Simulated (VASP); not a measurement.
Set up this calculation in VASP 6.6.1, as the native input.

| Quantity | Value |
| --- | --- |
| Task | single point |
| Functional | PBE |
| Potentials or basis | VASP PAW PBE potentials, release 64 (Rb_sv, Cl) |
| Cutoff | 500 eV |
| k mesh | 4 × 4 × 4 |
| Occupations | tetrahedron |
| Spin | no spin polarisation |
| Dipole correction | no |
| Further INCAR settings | ALGO = Normal; EDIFF = 1e-06; NBANDS = 15 |

The structure of RbCl lies in POSCAR:

```
RbCl
1.0
    0.0000000000      3.3057264435      3.3057264435
    3.3057264435      0.0000000000      3.3057264435
    3.3057264435      3.3057264435      0.0000000000
Rb Cl
1 1
Direct
    0.0000000000      0.0000000000      0.0000000000
    0.5000000000      0.5000000000      0.5000000000
```

The input as run:

INCAR

```
SYSTEM = RbCl
PREC = Accurate ; ENCUT = 500
EDIFF = 1E-6 ; ISMEAR = -5
SIGMA = 0.1 ; LREAL = .FALSE.
LASPH = .TRUE. ; NELM = 120
ALGO = Normal ; ISIF = 2
LWAVE = .FALSE. ; LCHARG = .TRUE.
GGA = PE ; LELF = .TRUE.
LVHAR = .TRUE. ; NBANDS = 15
GGA_COMPAT = .FALSE.
```

KPOINTS

```
regular mesh
0
G
  4 4 4
  0 0 0
```

Potentials or basis: VASP PAW PBE potentials, release 64 (Rb_sv, Cl).

Command:

```console
$ cat potpaw_PBE.64/Rb_sv/POTCAR potpaw_PBE.64/Cl/POTCAR > POTCAR
$ mpirun -np 1 vasp_std > vasp.out
```

It gave:

| Item | Value |
| --- | --- |
| Pressure | 0.6 GPa |
| Band gap on the k mesh | 4.95 eV, direct |

Run time: 15 s on 1 thread of AMD EPYC 7R13 Processor (Zen 3), on a shared host, peak memory 0.17 GiB.
